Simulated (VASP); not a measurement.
Input of a VASP 6.6.1 run:

Contents of INCAR:

```
SYSTEM = Te2Mo
PREC     = Accurate       ! precision mode
ENCUT    = 520            ! plane-wave cutoff, eV
EDIFF    = 1E-7           ! SCF threshold, eV
ISMEAR   = 0              ! smearing method
SIGMA    = 0.05           ! smearing width, eV
LREAL    = .FALSE.        ! projectors in reciprocal space
LASPH    = .TRUE.         ! aspherical terms in the spheres
NELM     = 100            ! most SCF steps
ALGO     = Normal         ! electronic algorithm
ISIF     = 2              ! what is computed and relaxed
LWAVE    = .FALSE.        ! write WAVECAR
LCHARG   = .FALSE.        ! write CHGCAR
GGA      = PE             ! functional
NBANDS   = 35             ! bands
```

File KPOINTS:

```
Automatic mesh
0
G
  9 9 2
  0 0 0
```

Contents of POSCAR:

```
Te2Mo
1.0
   -1.7785332447     -3.0805099428      0.0000000000
    1.7785332447     -3.0805099428      0.0000000000
    0.0000000000     -4.6207649142     15.2047171722
Te Mo
4 2
Direct
    0.5683459095      0.5683459095      0.1310943429
   -0.1399874238     -0.1399874238      0.6310943429
    0.3899874238      0.3899874238      0.3689056571
   -0.3183459095     -0.3183459095      0.8689056571
    0.1041666667      0.1041666667      0.7500000000
    0.1458333333      0.1458333333      0.2500000000
```

Potentials or basis: VASP PAW PBE potentials, release 64 (Te, Mo_sv).

The run is started by

```bash
$ cat potpaw_PBE.64/Te/POTCAR potpaw_PBE.64/Mo_sv/POTCAR > POTCAR
$ mpirun -np 1 vasp_std > vasp.out
```

Q: What does it give for the band gap on the k mesh?

A: 1.04 eV.

Q: What does it give for the largest force?

A: 0.095 eV/Å.

Q: Predict the pressure.

A: 0.2 GPa.

Forces on the atoms (eV/Å):
```
Te   0.000 -0.020  0.093
Te   0.000 -0.001 -0.011
Te   0.000  0.001  0.011
Te   0.000  0.020 -0.093
Mo   0.000  0.012 -0.022
Mo   0.000 -0.012  0.022
```

Caveat: spin-orbit coupling is left out, which moves the levels of the heavy elements; an odd mesh through Γ misses points on the zone boundary, where band edges can lie; this functional lacks dispersion, which binds the layers, so the pressure and a relaxed spacing across them are unreliable.
